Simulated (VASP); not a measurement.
Wanted: the native input for a VASP 6.6.1 run.

- Task: single point
- Functional: PBE
- Potentials or basis: VASP PAW PBE potentials, release 64 (Mo_sv, P)
- Cutoff: 520 eV
- k mesh: 4 × 4 × 4
- Occupations: gaussian, width 0.1 eV
- Spin: no spin polarisation
- Dipole correction: no
- Further INCAR settings: LREAL = Auto; ALGO = Normal; EDIFF = 1e-07; NBANDS = 92

The structure of Mo8P9 (a cell with a defect) lies in POSCAR:

```
Mo8P9
1.0
    0.0000000000      0.0000000000     -6.3904533199
    6.4820862140      0.0000000001      0.0000000000
   -3.2410431070     -5.6136513309      0.0000000000
Mo P
8 9
Direct
    0.5056376814      0.5328687790      0.0115238721
    0.0058000580      0.5365722212      0.0569574028
    0.5132787669     -0.0217433831     -0.0141230717
   -0.0587374606     -0.1982327659     -0.1146392895
    0.5059695828      0.5023053300      0.5148260606
    0.0100249539      0.4760882146      0.4625467182
    0.4884184022      0.0362917844      0.5209290402
    0.0048041975      0.0185992602      0.5204938511
    0.2438315284      0.8689271249      0.1750252985
    0.7385959593      0.8663913804      0.2132321602
    0.3026320518      0.3356040078      0.1674705009
    0.7249022515      0.3375976955      0.1693733622
    0.2568384304      0.8226464956      0.6576532425
    0.7241350133      0.8295111717      0.6216146665
    0.2402156660      0.3691380001      0.6957708575
    0.7676892005      0.3590274097      0.6899219014
    1.0259289399      0.1616192972      0.9846972450
```

The input as run:

INCAR

```
SYSTEM = Mo8P9
ALGO = Normal ; EDIFF = 1E-7
ENCUT = 520 ; GGA = PE
ISIF = 2 ; ISMEAR = 0
LASPH = .TRUE. ; LCHARG = .TRUE.
LELF = .TRUE. ; LREAL = Auto
LVHAR = .TRUE. ; LWAVE = .FALSE.
NBANDS = 92 ; NELM = 60
PREC = Accurate ; SIGMA = 0.1
```

KPOINTS

```
k-points
0
G
  4 4 4
  0 0 0
```

Potentials or basis: VASP PAW PBE potentials, release 64 (Mo_sv, P).

Command:

```sh
$ cat potpaw_PBE.64/Mo_sv/POTCAR potpaw_PBE.64/P/POTCAR > POTCAR
$ mpirun -np 1 vasp_std > vasp.out
```

Results of the run:

| Property | Result |
| --- | --- |
| Pressure | 20.9 GPa |
| Largest force | 0.052 eV/Å |
| Band gap on the k mesh | zero (an odd number of electrons rules out a gap without spin polarisation) |

Run time: 19 min on 1 thread of Intel(R) Xeon(R) Platinum 8488C (Sapphire Rapids) (shared host), peak memory 0.61 GiB.
